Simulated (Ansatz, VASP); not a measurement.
**One calculation of Ta2N, two programs**

Contents of INCAR:

```
  PREC = Accurate
  ENCUT = 520
  EDIFF = 1E-6
  ISMEAR = 0
  SIGMA = 0.15
  LREAL = False
  LASPH = True
  NELM = 80
  ALGO = Normal
  ISIF = 2
  LWAVE = False
  LCHARG = False
  GGA = CA
  NBANDS = 50
```

KPOINTS

```
Automatic mesh
0
Gamma
  9 9 8
```

POSCAR

```
Ta2N
1.0
    5.3004953848      0.0000000000      0.0000000000
   -2.6502476924      4.5903636559      0.0000000000
    0.0000000000      0.0000000000      4.7524241620
Ta N
6 3
Direct
    0.7027876405      0.7027876405      0.7526041962
    0.0000000000      0.2972123595      0.7526041962
    0.2972123595      0.0000000000      0.7526041962
    0.2972123595      0.2972123595      0.2473958038
    0.0000000000      0.7027876405      0.2473958038
    0.7027876405      0.0000000000      0.2473958038
    0.6666666667      0.3333333333      0.5000000000
    0.3333333333      0.6666666667      0.5000000000
    0.0000000000      0.0000000000      0.0000000000
```

Input for Ansatz:

```yaml
crystal:
  lattice:
    - [5.3004953848, 0.0, 0.0]
    - [-2.6502476924, 4.5903636559, 0.0]
    - [0.0, 0.0, 4.752424162]
  atoms:
    - { symbol: Ta, position: [0.7027876405, 0.7027876405, 0.7526041962] }
    - { symbol: Ta, position: [0.0, 0.2972123595, 0.7526041962] }
    - { symbol: Ta, position: [0.2972123595, 0.0, 0.7526041962] }
    - { symbol: Ta, position: [0.2972123595, 0.2972123595, 0.2473958038] }
    - { symbol: Ta, position: [0.0, 0.7027876405, 0.2473958038] }
    - { symbol: Ta, position: [0.7027876405, 0.0, 0.2473958038] }
    - { symbol: "N", position: [0.6666666667, 0.3333333333, 0.5] }
    - { symbol: "N", position: [0.3333333333, 0.6666666667, 0.5] }
    - { symbol: "N", position: [0.0, 0.0, 0.0] }
basis:
  ecutwfc: 520.0
kpoints:
  mp_grid: { grid: [9, 9, 8] }
hamiltonian:
  xc: lda
  pseudopotentials: { kind: paw, azcp: { folder: soft_1 } }
scf:
  occupations: { method: gaussian, width: 0.15 }
output:
  forces: true
  stress: true
  eigenvalues: true
```

Alike in both runs: task single point; functional LDA; k mesh 9 × 9 × 8; occupations gaussian, width 0.15 eV; no spin polarisation.

|  | VASP | Ansatz |
| --- | --- | --- |
| version | VASP 6.6.1 | Ansatz 0.2.0 |
| potentials or method | VASP PAW LDA potentials, release 64 (Ta_pv, N), cutoff 520 eV | scalar-relativistic, plane waves, PAW |
| valence electrons in the cell | 81 | 93 |

Ansatz gave:

| Quantity | Value |
| --- | --- |
| gap on the k mesh at the Fermi level (eV) | none |
| pressure (GPa) | 14.7 |
| traceless stress, the component that is largest in VASP (GPa) | 4.59 |
| rms of the force components (eV/Å) | 3.116 |

Q: What did VASP give for the same quantities?

A: gap on the k mesh at the Fermi level (eV): none; pressure (GPa): 16.5; traceless stress, the component that is largest in VASP (GPa): 4.61; rms of the force components (eV/Å): 3.150.

Ansatz warns that its potentials were made for another functional, while VASP's fit it. LDA's correlation is that of Perdew and Zunger in VASP and of Perdew and Wang (1992) in Ansatz. Atom by atom the forces differ by 0.035 eV/Å (rms over components). A gap of «none» marks a metal or a gap that the smearing closes. VASP's potentials hold 81 valence electrons a cell and Ansatz's 93, so a difference there can come from the potentials and not from the codes.

Spin-orbit coupling is off throughout.
